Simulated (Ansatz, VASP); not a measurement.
## Two plane-wave programs on Ru

The input INCAR:

```
  PREC = Accurate
  ENCUT = 520
  EDIFF = 1E-7
  ISMEAR = 0
  SIGMA = 0.15
  LREAL = False
  LASPH = True
  NELM = 100
  ALGO = Fast
  ISIF = 2
  LWAVE = False
  LCHARG = False
  GGA = PS
  NBANDS = 21
```

File KPOINTS:

```
Automatic mesh
0
Gamma
  24 24 12
```

File POSCAR:

```
Ru
1.0
    2.7057993342      0.0000000000      0.0000000000
   -1.3528996671      2.3432909610      0.0000000000
    0.0000000000      0.0000000000      4.2819000000
Ru
2
Direct
    0.3333333333      0.6666666667      0.2266458815
    0.6666666667      0.3333333333      0.7500000000
```

Input for Ansatz:

```yaml
crystal:
  lattice:
    - [2.7057993342, 0.0, 0.0]
    - [-1.3528996671, 2.343290961, 0.0]
    - [0.0, 0.0, 4.2819]
  atoms:
    - { symbol: Ru, position: [0.3333333333, 0.6666666667, 0.2266458815] }
    - { symbol: Ru, position: [0.6666666667, 0.3333333333, 0.75] }
basis:
  ecutwfc: 420
kpoints:
  mp_grid: { grid: [24, 24, 12] }
hamiltonian:
  xc: pbesol
scf:
  occupations: { method: gaussian, width: 0.15 }
output:
  forces: true
  stress: true
  eigenvalues: true
```

Alike in both runs: task single point; functional PBEsol; k mesh 24 × 24 × 12; occupations gaussian, width 0.15 eV; no spin polarisation.

|  | VASP | Ansatz |
| --- | --- | --- |
| version | VASP 6.6.1 | Ansatz 0.2.0 |
| potentials or method | VASP PAW PBE potentials, release 64 (Ru_pv), cutoff 520 eV | scalar-relativistic, plane waves, PAW |
| valence electrons in the cell | 28 | 32 |

Ansatz gave:

| Property | Result |
| --- | --- |
| gap on the k mesh at the Fermi level (eV) | none |
| pressure (GPa) | -4.4 |
| traceless stress, the component that is largest in VASP (GPa) | 0.64 |
| rms of the force components (eV/Å) | 0.685 |

Problem. Which values does VASP return?

Solution. gap on the k mesh at the Fermi level (eV): none; pressure (GPa): -4.5; traceless stress, the component that is largest in VASP (GPa): 0.68; rms of the force components (eV/Å): 0.695.

VASP's potentials were made for PBE, not for PBEsol. Atom by atom the forces differ by 0.009 eV/Å (rms over components). A gap of «none» marks a metal or a gap that the smearing closes. VASP's potentials hold 28 valence electrons a cell and Ansatz's 32, so a difference there can come from the potentials and not from the codes.
